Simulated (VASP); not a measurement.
# Ir (Fm-3m) in VASP: a series of runs, part 2 of 2

VASP 6.6.1.

## Step 4: Single point, PBE (volume scaled by 0.94)

File INCAR:

```
  PREC = Accurate
  ENCUT = 520
  EDIFF = 1E-6
  ISMEAR = 0
  SIGMA = 0.1
  LREAL = F
  LASPH = T
  NELM = 100
  ALGO = Normal
  ISIF = 2
  LWAVE = F
  LCHARG = F
  GGA = PE
  NBANDS = 10
```

File KPOINTS:

```
Automatic mesh
0
Gamma
  18 18 18
```

File POSCAR:

```
Ir
1.0
    0.0000000000      1.8958228623      1.8958228623
    1.8958228623      0.0000000000      1.8958228623
    1.8958228623      1.8958228623      0.0000000000
Ir
1
Direct
    0.0000000000      0.0000000000      0.0000000000
```

On the command line:

```console
$ cat potpaw_PBE.64/Ir/POTCAR > POTCAR
$ mpirun -np 1 vasp_std > vasp.out
```

It took 34 s on 1 thread of AMD EPYC 7R13, shared host; peak memory 0.12 GiB.

Results (log left out):

| Property | Result |
| --- | --- |
| Free energy | -8.7857 eV |
| Pressure | 26.0 GPa |

Levels at points of the mesh, in eV from the Fermi level:
```
           k point  band 1  band 2  band 3  band 4  band 5  band 6  band 7  band 8  band 9
(0.00, 0.00, 0.00)  -11.57   -4.16   -4.16   -4.16   -1.30   -1.30   14.20   20.01   20.01
(0.50, 0.00, 0.00)   -8.55   -4.27   -4.27   -0.90    0.93    0.93    7.62   13.75   20.07
(0.50, 0.50, 0.00)   -8.40   -7.80    0.89    1.55    1.55    1.66   11.00   11.85   11.85
```

Caveat: spin-orbit coupling is left out, which moves the levels of the heavy elements.

## Step 5: Single point, PBE (volume scaled by 1.06)

File INCAR:

```
SYSTEM = Ir
PREC = Accurate
ENCUT = 520
EDIFF = 1E-7
ISMEAR = 0
SIGMA = 0.1
LREAL = .False.
LASPH = .True.
NELM = 60
ALGO = Normal
ISIF = 2
LWAVE = .False.
LCHARG = .False.
GGA = PE
NBANDS = 10
```

File KPOINTS:

```
Automatic mesh
0
Gamma
  18 18 18
  0 0 0
```

File POSCAR:

```
Ir
1.0
    0.0000000000      1.9732877817      1.9732877817
    1.9732877817      0.0000000000      1.9732877817
    1.9732877817      1.9732877817      0.0000000000
Ir
1
Direct
    0.0000000000      0.0000000000      0.0000000000
```

Potentials or basis: VASP PAW PBE potentials, release 64 (Ir).

On the command line:

```console
$ cat potpaw_PBE.64/Ir/POTCAR > POTCAR
$ mpirun -np 1 vasp_std > vasp.out
```

OUTCAR:

```text
SYSTEM = Ir
   PREC = Accurate
   ENCUT = 520
   EDIFF = 1E-7
   ISMEAR = 0
   LREAL = .False.
   LASPH = .True.
   NELM = 60
   ISIF = 2
   GGA = PE

 ion  position               nearest neighbor table
   1  0.000  0.000  0.000-

  LATTYP: Found a face centered cubic cell.
 ALAT       =     3.9465755634

  Lattice vectors:

 A1 = (   0.0000000000,   1.9732877817,   1.9732877817)
 A2 = (   1.9732877817,   0.0000000000,   1.9732877817)
 A3 = (   1.9732877817,   1.9732877817,   0.0000000000)

Analysis of symmetry for initial positions (statically):
[... 483 lines left out ...]
      4       6.0936      2.00000
      5       7.7241      2.00000
      6       8.4683      2.00000
      7      22.7593      0.00000
      8      25.5761      0.00000
      9      30.1344      0.00000
     10      31.4550      0.00000

 [... further k-points ...]
[... 5 lines left out ...]
  --------------------------------------------------------------------------------------
  -------------------------------------------------------------------------------------
  Total       -1.6455456     -1.6455456     -1.6455456     -0.0000000      0.0000000      0.0000000
  in kB     -171.5612598   -171.5612598   -171.5612598     -0.0000000      0.0000000      0.0000000
  external PRESSURE =    -171.5612598 kB  Pullay stress =       0.0000000 kB

 VOLUME and BASIS-vectors are now :
 -----------------------------------------------------------------------------
  energy-cutoff  :      520.00
  volume of cell :       15.37
      direct lattice vectors                 reciprocal lattice vectors
     0.000000000  1.973287782  1.973287782    -0.253384227  0.253384227  0.253384227
     1.973287782  0.000000000  1.973287782     0.253384227 -0.253384227  0.253384227
     1.973287782  1.973287782  0.000000000     0.253384227  0.253384227 -0.253384227

 POSITION                                       TOTAL-FORCE (eV/Angst)
 -----------------------------------------------------------------------------------
      0.00000      0.00000      0.00000         0.000000      0.000000      0.000000
 -----------------------------------------------------------------------------------
    total drift:                               -0.000000     -0.000000      0.000000

  FREE ENERGIE OF THE ION-ELECTRON SYSTEM (eV)
  ---------------------------------------------------
  free  energy   TOTEN  =        -8.8059218486 eV

  energy  without entropy=       -8.7999072870  energy(sigma->0) =       -8.80291457
```

OSZICAR:

```text
N       E                     dE             d eps       ncg     rms          rms(c)
DAV:   1     0.473707388902E+02    0.47371E+02   -0.43045E+03  3924   0.811E+02
DAV:   2    -0.841287579537E+01   -0.55784E+02   -0.52962E+02  3986   0.194E+02
DAV:   3    -0.938774899699E+01   -0.97487E+00   -0.96892E+00  4596   0.309E+01
DAV:   4    -0.939695259778E+01   -0.92036E-02   -0.92015E-02  4370   0.280E+00
DAV:   5    -0.939714744120E+01   -0.19484E-03   -0.19484E-03  4452   0.393E-01    0.122E+01
DAV:   6    -0.888524942689E+01    0.51190E+00   -0.10417E+00  4344   0.122E+01    0.469E+00
DAV:   7    -0.881135996762E+01    0.73889E-01   -0.25162E-01  4598   0.547E+00    0.151E+00
DAV:   8    -0.880799583846E+01    0.33641E-02   -0.21245E-03  4214   0.481E-01    0.915E-01
DAV:   9    -0.880591422001E+01    0.20816E-02   -0.13270E-03  4426   0.491E-01    0.152E-02
DAV:  10    -0.880592134254E+01   -0.71225E-05   -0.72564E-06  5092   0.231E-02    0.213E-02
DAV:  11    -0.880592186955E+01   -0.52701E-06   -0.55677E-07  4240   0.898E-03    0.518E-04
DAV:  12    -0.880592184860E+01    0.20953E-07   -0.67368E-09  2334   0.798E-04
   1 F= -.88059218E+01 E0= -.88029146E+01  d E =-.601456E-02
```

Run time: 56 s. Hardware: 1 thread of AMD EPYC 7R13, shared host; peak memory 0.14 GiB.

What came out:

| Quantity | Value |
| --- | --- |
| Free energy | -8.8059 eV |
| Pressure | -17.2 GPa |

Caveat: spin-orbit coupling is left out, which moves the levels of the heavy elements.

## Step 6: Overview

| spin | cell | k mesh | gap on the mesh (eV) | pressure (GPa) |
| --- | --- | --- | --- | --- |
| non-collinear, zero start, SOC | a = 2.737 Å, angles 60.0°, 1 atom | 18 × 18 × 18 | - | 1.6 |
| off | a = 2.737, b = 6.704, c = 4.741 Å, 6 atoms | 12 × 6 × 8 | none | 0.4 |
| off | a = 2.681 Å, angles 60.0°, 1 atom | 18 × 18 × 18 | none | 26.0 |
| off | a = 2.791 Å, angles 60.0°, 1 atom | 18 × 18 × 18 | none | -17.2 |

Alike in all rows: task single point; level PBE; potentials or basis VASP PAW PBE potentials, release 64 (Ir); cutoff (eV) 520; smearing gaussian 0.1 eV.

Caveats: spin-orbit coupling is left out, which moves the levels of the heavy elements (some runs).

Total energies depend on the potentials used, so only differences within one code and one set of settings carry meaning.
